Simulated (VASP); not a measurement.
A run of VASP 6.6.1 is set up as follows.

File INCAR:

```
SYSTEM = MgO
PREC     = Accurate       ! precision mode
ENCUT    = 600            ! plane-wave cutoff, eV
EDIFF    = 1E-6           ! SCF threshold, eV
ISMEAR   = 0              ! smearing method
SIGMA    = 0.02           ! smearing width, eV
LREAL    = .False.        ! projectors in reciprocal space
LASPH    = .True.         ! aspherical terms in the spheres
NELM     = 120            ! most SCF steps
ALGO     = Normal         ! electronic algorithm
ISIF     = 2              ! what is computed and relaxed
LWAVE    = .False.        ! write WAVECAR
LCHARG   = .False.        ! write CHGCAR
GGA      = PE             ! functional
NBANDS   = 11             ! bands
GGA_COMPAT= .False.
```

KPOINTS

```
Automatic mesh
0
Gamma
  8 8 8
  0 0 0
```

File POSCAR:

```
MgO
1.0
    0.0000000000      2.0944433333      2.1085000000
    2.0944433333      0.0000000000      2.1085000000
    2.0944433333      2.0944433333      0.0000000000
Mg O
1 1
Direct
    0.0000000000      0.0000000000      0.0000000000
    0.5000000000      0.5000000000      0.5000000000
```

Potentials or basis: VASP PAW PBE potentials, release 64 (Mg, O).

Command:

```console
$ cat potpaw_PBE.64/Mg/POTCAR potpaw_PBE.64/O/POTCAR > POTCAR
$ mpirun -np 1 vasp_std > vasp.out
```

Q: Estimate the band gap on the k mesh.

A: 4.81 eV, direct.

Q: What does it give for the pressure?

A: 5.4 GPa.

Stress tensor (GPa, compression positive):
```
5.90 0.00 0.00
0.00 5.90 0.00
0.00 0.00 4.41
```

As with any semilocal functional, this PBE gap is likely too small.
